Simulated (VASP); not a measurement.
Set up this calculation in VASP 6.6.1, as the native input.

- Task: single point
- Functional: LDA
- Potentials or basis: VASP PAW LDA potentials, release 64 (Re, Na_pv, S)
- Cutoff: 520 eV
- k mesh: 7 × 7 × 7
- Occupations: fermi-dirac, width 0.1 eV
- Spin: no spin polarisation
- Dipole correction: no
- Further INCAR settings: ALGO = Normal; EDIFF = 1e-06; NBANDS = 21

The structure of NaReS2 lies in POSCAR:

```
NaReS2
1.0
    1.6312196173      2.8253552554      0.0000007525
   -1.6312196173      2.8253552554      0.0000007525
   -1.6312196173      0.9417831928      7.1048155725
Re Na S
1 1 2
Direct
    0.0000000000      0.0000000000      0.0000000000
    0.5000000000      0.0000000000      0.5000000000
    0.2629781547      0.4740436906      0.7889344641
    0.7370218453      0.5259563094      0.2110655359
```

One way to write it, as run:

INCAR

```
PREC = Accurate ; ENCUT = 520
EDIFF = 1E-6 ; ISMEAR = -1
SIGMA = 0.1 ; LREAL = F
LASPH = T ; NELM = 100
ALGO = Normal ; ISIF = 2
LWAVE = F ; LCHARG = T
GGA = CA ; LELF = T
LVHAR = T ; NBANDS = 21
```

KPOINTS

```
regular mesh
0
Gamma
  7 7 7
```

Potentials or basis: VASP PAW LDA potentials, release 64 (Re, Na_pv, S).

The run is started by

```sh
$ cat potpaw_LDA.64/Re/POTCAR potpaw_LDA.64/Na_pv/POTCAR potpaw_LDA.64/S/POTCAR > POTCAR
$ mpirun -np 1 vasp_std > vasp.out
```

Results of the run:

The pressure is 0.8 GPa. The largest force is 0.111 eV/Å and the band gap on the k mesh is zero (bands 13 and 14 overlap by 1.47 eV).

Caveat: spin-orbit coupling is left out, which moves the levels of the heavy elements.

Wall time 49 s on 1 thread of Intel(R) Xeon(R) Platinum 8488C (Sapphire Rapids), on a shared host, peak memory 0.18 GiB.
